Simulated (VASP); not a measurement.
Runs of VASP 6.6.1 on Pt. The structure is that of space group Im-3m (No. 229), or close to it. The cells are those of the table. 

| spin | cell | k mesh | smearing | gap on the mesh (eV) | pressure (GPa) | moment (μB) |
| --- | --- | --- | --- | --- | --- | --- |
| collinear, ferromagnetic start | a = 2.719 Å, angles 109.5°, 1 atom | 14 × 14 × 14 | fermi-dirac 0.05 eV | none | 0.6 | 0.00 |
| off | a = 2.720 Å, angles 109.5°, 1 atom | 16 × 16 × 16 | fermi-dirac 0.1 eV | none | 0.7 | - |
| collinear, ferromagnetic start | a = 2.719 Å, angles 109.5°, 1 atom | 16 × 16 × 16 | fermi-dirac 0.05 eV | none | 0.7 | 0.00 |
| collinear, ferromagnetic start | a = 2.606 Å, angles 109.5°, 1 atom | 16 × 16 × 16 | fermi-dirac 0.05 eV | none | 48.4 | 0.00 |
| collinear, ferromagnetic start | a = 2.683 Å, angles 109.5°, 1 atom | 16 × 16 × 16 | fermi-dirac 0.05 eV | none | 12.7 | 0.00 |
| collinear, ferromagnetic start | a = 2.790 Å, angles 109.5°, 1 atom | 16 × 16 × 16 | fermi-dirac 0.05 eV | none | (a) | 0.00 |
| off | a = 2.720 Å, angles 109.5°, 1 atom | 14 × 14 × 14 | fermi-dirac 0.1 eV | none | 0.6 | - |
| off | a = 2.791 Å, angles 109.5°, 1 atom | 16 × 16 × 16 | fermi-dirac 0.1 eV | none | -15.7 | - |

Alike in all rows: task single point; level r2SCAN; potentials or basis VASP PAW PBE potentials, release 64 (Pt); cutoff (eV) 520.

Question: Estimate the missing entries.

Answer: (a) -15.8.

Caveats: the PAW data sets were made with another functional, which shifts forces and pressure a little; spin-orbit coupling is left out, which moves the levels of the heavy elements.

A k mesh can miss the band edges, and the runs leave out spin-orbit coupling on Pt.

A gap of «none» marks levels without a gap at the run's occupations.
